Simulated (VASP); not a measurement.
# Ca (P6_3/mmc) in VASP: single point with PBE

Aim: the single point of Ca with PBE.

Program: VASP 6.6.1. These are calculated values, not measurements. Logs are shortened: lines on timing, memory, paths and dates and some standing lists are left out, and cuts for length are marked.

### Step 1. The cell of the first run

It takes space group P6_3/mmc (No. 194, hexagonal). The conventional cell has a = 3.764 Å, b = 3.764 Å, c = 6.214 Å, α = 90.00°, β = 90.00°, γ = 120.00°. Within 4.9 Å of Ca (site symmetry -6m2) lie 12 Ca at 3.76 to 3.79 Å.

This isn't the form of Ca at room conditions, which is fcc.

### Step 2. Single point, PBE

INCAR reads:

```
  ALGO = Normal
  EDIFF = 1E-6
  ENCUT = 520
  GGA = PE
  ISIF = 2
  ISMEAR = -1
  LASPH = True
  LCHARG = True
  LELF = True
  LREAL = False
  LVHAR = True
  LWAVE = False
  NBANDS = 17
  NELM = 80
  PREC = Accurate
  SIGMA = 0.08
```

KPOINTS reads:

```
k-points
0
Gamma
  12 12 7
```

POSCAR reads:

```
Ca
1.0
    3.7636404834      0.0000000000      0.0000000000
   -1.8818202417      3.2594082694      0.0000000000
    0.0000000000      0.0000000000      6.2142750056
Ca
2
Direct
    0.3333333333      0.6666666667      0.2500000000
    0.6666666667      0.3333333333      0.7500000000
```

Potentials or basis: VASP PAW PBE potentials, release 64 (Ca_sv).

Command:

```sh
cat potpaw_PBE.64/Ca_sv/POTCAR > POTCAR
mpirun -np 1 vasp_std > vasp.out
```

OUTCAR:

```text
EDIFF = 1E-6
   ENCUT = 520
   GGA = PE
   ISIF = 2
   ISMEAR = -1
   LASPH = True
   LREAL = False
   NELM = 80
   PREC = Accurate

 ion  position               nearest neighbor table
   1  0.333  0.667  0.250-
   2  0.667  0.333  0.750-

  LATTYP: Found a hexagonal cell.
 ALAT       =     3.7636404834
 C/A-ratio  =     1.6511340637

  Lattice vectors:

 A1 = (   3.7636404834,   0.0000000000,   0.0000000000)
 A2 = (  -1.8818202417,   3.2594082694,   0.0000000000)
 A3 = (   0.0000000000,   0.0000000000,   6.2142750056)

Analysis of symmetry for initial positions (statically):
=====================================================================
 Subroutine PRICEL returns:
 Original cell was already a primitive cell.

 Routine SETGRP: Setting up the symmetry group for a
 hexagonal supercell.

 Subroutine GETGRP returns: Found 24 space group operations
 (whereof 12 operations were pure point group operations)
 out of a pool of 24 trial point group operations.

The static configuration has the point symmetry D_3d.
 The point group associated with its full space group is D_6h.

Analysis of symmetry for dynamics (positions and initial velocities):
=====================================================================
 Subroutine PRICEL returns:
 Original cell was already a primitive cell.

 Routine SETGRP: Setting up the symmetry group for a
 hexagonal supercell.

 Subroutine GETGRP returns: Found 24 space group operations
 (whereof 12 operations were pure point group operations)
 out of a pool of 24 trial point group operations.

The dynamic configuration has the point symmetry D_3d.
 The point group associated with its full space group is D_6h.

 Subroutine INISYM returns: Found 24 space group operations
 (whereof 12 operations are pure point group operations),
 and found     1 'primitive' translations

----------------------------------------------------------------------------------------

                                     Primitive cell

  volume of cell :      76.2320

  direct lattice vectors                    reciprocal lattice vectors
     3.763640483  0.000000000  0.000000000     0.265700192  0.153402078  0.000000000
    -1.881820242  3.259408269  0.000000000     0.000000000  0.306804155  0.000000000
     0.000000000  0.000000000  6.214275006     0.000000000  0.000000000  0.160919818

  length of vectors
     3.763640483  3.763640483  6.214275006     0.306804155  0.306804155  0.160919818

  position of ions in fractional coordinates (direct lattice)
     0.333333333  0.666666667  0.250000000
     0.666666667  0.333333333  0.750000000

  ion indices of the primitive-cell ions
   primitive index   ion index
                 1           1
                 2           2

----------------------------------------------------------------------------------------

 KPOINTS: k-points

Automatic generation of k-mesh.
 Grid dimensions read from file:
 generate k-points for:   12   12    7

 Generating k-lattice:

  Cartesian coordinates                     Fractional coordinates (reciprocal lattice)
     0.022141683  0.012783506  0.000000000     0.083333333 -0.000000000  0.000000000
     0.000000000  0.025567013  0.000000000     0.000000000  0.083333333  0.000000000
     0.000000000  0.000000000  0.022988545     0.000000000  0.000000000  0.142857143

  Length of vectors
     0.025567013  0.025567013  0.022988545

  Shift w.r.t. Gamma in fractional coordinates (k-lattice)
     0.000000000  0.000000000  0.000000000

 Subroutine IBZKPT returns following result:
 ===========================================

 Found     76 irreducible k-points:

 Following reciprocal coordinates:
            Coordinates               Weight
  0.000000  0.000000  0.000000      1.000000
  0.083333  0.000000  0.000000      6.000000
  0.166667 -0.000000  0.000000      6.000000
  0.250000 -0.000000  0.000000      6.000000
  0.333333  0.000000  0.000000      6.000000
  0.416667 -0.000000  0.000000      6.000000
[... 16 lines left out ...]
  0.250000 -0.000000  0.142857     12.000000
  0.333333  0.000000  0.142857     12.000000
 [... further k-points ...]
   k-points           NKPTS =     76   k-points in BZ     NKDIM =     76   number of bands    NBANDS=     17
   number of dos      NEDOS =    301   number of ions     NIONS =      2
   total plane-waves  NPLWV =  37632
   dimension x,y,z NGX =    28 NGY =   28 NGZ =   48
   dimension x,y,z NGXF=    56 NGYF=   56 NGZF=   96
   ions per type =               2
   NGX,Y,Z   is equivalent  to a cutoff of  12.37, 12.37, 12.84 a.u.
   NGXF,Y,Z  is equivalent  to a cutoff of  24.74, 24.74, 25.68 a.u.
 SYSTEM =  unknown system
   PREC   = accura    normal or accurate (medium, high low for compatibility)
   ISTART =      0    job   : 0-new  1-cont  2-samecut
   ICHARG =      2    charge: 1-file 2-atom 10-const
   ISPIN  =      1    spin polarized calculation?
   LNONCOLLINEAR =      F non collinear calculations
   LSORBIT =      F    spin-orbit coupling
   LASPH  =      T    aspherical Exc in radial PAW
   ENCUT  =  520.0 eV  38.22 Ry    6.18 a.u.   7.00  7.00 11.55*2*pi/ulx,y,z
   NELM   =     80;   NELMIN=  2; NELMDL= -5     # of ELM steps
   EDIFF  = 0.1E-05   stopping-criterion for ELM
   LREAL  =      F    real-space projection
   EDIFFG = 0.1E-04   stopping-criterion for IOM
   NSW    =      0    number of steps for IOM
   IBRION =     -1    ionic relax: 0-MD 1-quasi-New 2-CG
   NFREE  =      0    steps in history (QN), initial steepest desc. (CG)
   ISIF   =      2    stress and relaxation
   ISYM   =      2    0-nonsym 1-usesym 2-fastsym
   POTIM  = 0.5000    time-step for ionic-motion
   TEBEG  =    0.0;   TEEND  =   0.0 temperature during run
   PSTRESS=    0.0 pullay stress
   NELECT =      20.0000    total number of electrons
   NUPDOWN=      -1.0000    fix difference up-down
   EMIN   =  10.00;   EMAX   =-10.00  energy-range for DOS
   EFERMI =   0.00;   METHOD = LEGACY
   ISMEAR =    -1;   SIGMA  =   0.08  broadening in eV -4-tet -1-fermi 0-gaus
   EFERMI_NEDOS =   21; number of points for ismear=-14 and -15
   IALGO  =     38    algorithm
   IMIX   =      4    mixing-type and parameters
     AMIX     =   0.40;   BMIX     =  1.00
     AMIX_MAG =   1.60;   BMIX_MAG =  1.00
  volume/ion in A,a.u.               =      38.12       257.22
  Fermi-wavevector in a.u.,A,eV,Ry     =   1.048027  1.980483 14.944096  1.098360
  Thomas-Fermi vector in A             =   2.182931
   LORBIT       =      0    0 simple, 1 ext, 2 COOP (PROOUT), +10 PAW based schemes
   GGA     = PE    functional components
   LHFCALC =     F    Hartree Fock is set to
   AEXX    =    0.0000 exact exchange contribution
   IVDW    =     0    specifies the selected vdW correction
   LEPSILON=     F    determine dielectric tensor
   LRPA    =     F    only Hartree local field effects (RPA)
 non-spin polarized calculation
  energy-cutoff  :      520.00
  volume of cell :       76.23
 maximum number of plane-waves:      2073
 NGX is ok and might be reduce to    28
   NGX = 13   NGY = 13   NGZ = 23

 number of electron      20.0000002 magnetization

 Free energy of the ion-electron system (eV)
  ---------------------------------------------------
  ext. energy  EPLUGINS =         0.00000000
  ---------------------------------------------------
  free energy    TOTEN  =        -3.82082078 eV

  energy without entropy =       -3.76924758  energy(sigma->0) =       -3.79503418

 E-fermi :   2.4281     XC(G=0):  -8.0561

 val. band max:        2.4194930493   @ k =   0.1667   0.1667   0.0000
 cond. band min:       2.4481939647   @ k =   0.3333   0.1667   0.0000
 fundamental gap:      0.0287009154
 Fermi energy:         2.4281019941

 k-point     1 :       0.0000    0.0000    0.0000
  band No.  band energies     occupation
      1     -39.3862      2.00000
      2     -39.3653      2.00000
      3     -20.4755      2.00000
      4     -20.3158      2.00000
      5     -20.3158      2.00000
      6     -20.2902      2.00000
[... 9 lines left out ...]
     16       5.1880      0.00000
     17       5.6621      0.00000

 k-point     2 :       0.0833    0.0000    0.0000
  band No.  band energies     occupation
      1     -39.3848      2.00000
      2     -39.3646      2.00000
      3     -20.4710      2.00000
      4     -20.3263      2.00000
      5     -20.3190      2.00000
      6     -20.3012      2.00000
[... 9 lines left out ...]
     16       5.2749      0.00000
     17       5.5188      0.00000

 k-point     3 :       0.1667   -0.0000    0.0000
  band No.  band energies     occupation
      1     -39.3811      2.00000
      2     -39.3627      2.00000
      3     -20.4582      2.00000
      4     -20.3554      2.00000
      5     -20.3308      2.00000
      6     -20.3278      2.00000
[... 9 lines left out ...]
     16       5.2243      0.00000
     17       5.3724      0.00000

 k-point     4 :       0.2500   -0.0000    0.0000
  band No.  band energies     occupation
      1     -39.3759      2.00000
      2     -39.3603      2.00000
      3     -20.4391      2.00000
      4     -20.3954      2.00000
      5     -20.3701      2.00000
      6     -20.3394      2.00000
[... 9 lines left out ...]
     16       5.5285      0.00000
     17       5.6142      0.00000
[... 343 lines left out ...]
      1     -39.3802      2.00000
      2     -39.3636      2.00000
      3     -20.4513      2.00000
      4     -20.3530      2.00000
      5     -20.3353      2.00000
      6     -20.3263      2.00000
[... 9 lines left out ...]
     16       5.3713      0.00000
     17       5.5359      0.00000

 k-point    23 :       0.2500   -0.0000    0.1429
  band No.  band energies     occupation
      1     -39.3751      2.00000
      2     -39.3611      2.00000
      3     -20.4380      2.00000
      4     -20.3892      2.00000
      5     -20.3740      2.00000
      6     -20.3377      2.00000
[... 9 lines left out ...]
     16       5.6193      0.00000
     17       5.6401      0.00000

 k-point    24 :       0.3333    0.0000    0.1429
  band No.  band energies     occupation
      1     -39.3697      2.00000
      2     -39.3589      2.00000
      3     -20.4452      2.00000
      4     -20.4159      2.00000
      5     -20.3982      2.00000
      6     -20.3489      2.00000
[... 9 lines left out ...]
     16       5.9610      0.00000
     17       6.1043      0.00000

 [... further k-points ...]

------------------------ aborting loop because EDIFF is reached ----------------------------------------

  FORCE on cell =-STRESS in cart. coord.  units (eV):
  Direction    XX          YY          ZZ          XY          YZ          ZX
  --------------------------------------------------------------------------------------
  -------------------------------------------------------------------------------------
  Total        1.0576533      1.0576533      1.0568734      0.0000000      0.0000000      0.0000000
  in kB       22.2288262     22.2288262     22.2124354      0.0000000      0.0000000      0.0000000
  external PRESSURE =      22.2233626 kB  Pullay stress =       0.0000000 kB

 VOLUME and BASIS-vectors are now :
 -----------------------------------------------------------------------------
  energy-cutoff  :      520.00
  volume of cell :       76.23
      direct lattice vectors                 reciprocal lattice vectors
     3.763640483  0.000000000  0.000000000     0.265700192  0.153402078  0.000000000
    -1.881820242  3.259408269  0.000000000     0.000000000  0.306804155  0.000000000
     0.000000000  0.000000000  6.214275006     0.000000000  0.000000000  0.160919818

 POSITION                                       TOTAL-FORCE (eV/Angst)
 -----------------------------------------------------------------------------------
     -0.00000      2.17294      1.55357         0.000000      0.000000      0.000000
      1.88182      1.08647      4.66071        -0.000000     -0.000000      0.000000
 -----------------------------------------------------------------------------------
    total drift:                               -0.000000      0.000000     -0.000000

  FREE ENERGIE OF THE ION-ELECTRON SYSTEM (eV)
  ---------------------------------------------------
  free  energy   TOTEN  =        -3.8208207785 eV

  energy  without entropy=       -3.7692475804  energy(sigma->0) =       -3.79503418
```

Wall time 49 s (1 thread of Intel Xeon Platinum 8488C (Sapphire Rapids), shared host); peak memory 0.22 GiB.

Results:

```
Free energy            : -3.8208 eV
Pressure               : 2.2 GPa
Band gap on the k mesh : zero (bands 10 and 11 overlap by 0.42 eV)
```

Levels at points of the mesh, in eV from the Fermi level:
```csv
k point,band 7,band 8,band 9,band 10,band 11,band 12,band 13,band 14
"(0.00, 0.00, 0.00)",-22.72,-22.71,-4.25,-1.12,-0.17,2.36,2.42,2.42
"(0.50, 0.00, 0.00)",-22.75,-22.75,-1.13,-0.67,0.12,0.33,1.45,2.04
```

The gap in the log of VASP goes by the Fermi energy; the results here count the filled bands.